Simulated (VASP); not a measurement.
Here is a VASP 6.6.1 calculation.

Contents of INCAR:

```
SYSTEM = SiC
PREC = Accurate
ENCUT = 600
EDIFF = 1E-6
ISMEAR = 0
SIGMA = 0.05
LREAL = .False.
LASPH = .True.
NELM = 120
ALGO = Normal
ISIF = 2
LWAVE = .False.
LCHARG = .False.
GGA = CA
NBANDS = 16
GGA_COMPAT = .False.
```

File KPOINTS:

```
regular mesh
0
Gamma
  10 10 6
  0 0 0
```

Contents of POSCAR:

```
SiC
1.0
    0.0000000000     -2.1644105396     -2.2654885118
    0.0000000000      2.1644105396     -2.2654885118
    4.3288210792      0.0000000000      0.0000000000
Si C
2 2
Direct
    0.5138605867      0.5138605867      0.5000000000
   -0.0138605867     -0.0138605867      0.0000000000
    0.0093834953      0.4906165047      0.2500000000
    0.4906165047      0.0093834953      0.7500000000
```

Potentials or basis: VASP PAW LDA potentials, release 64 (Si, C).

Command:

```bash
$ cat potpaw_LDA.64/Si/POTCAR potpaw_LDA.64/C/POTCAR > POTCAR
$ mpirun -np 1 vasp_std > vasp.out
```

Question: What does it give for the pressure?

Answer: -9.5 GPa.

Question: Estimate the band gap on the k mesh.

Answer: 1.06 eV.

Question: Predict the largest force.

Answer: 0.821 eV/Å.

Stress tensor (GPa, compression positive):
```
 -5.03   0.00   0.00
  0.00  -5.33   0.00
  0.00   0.00 -18.27
```

Caveat: the cell differs from its parent crystal (atoms displaced along a vibrational mode, the cell strained); the cell stands under tension. A k mesh can miss the band edges.
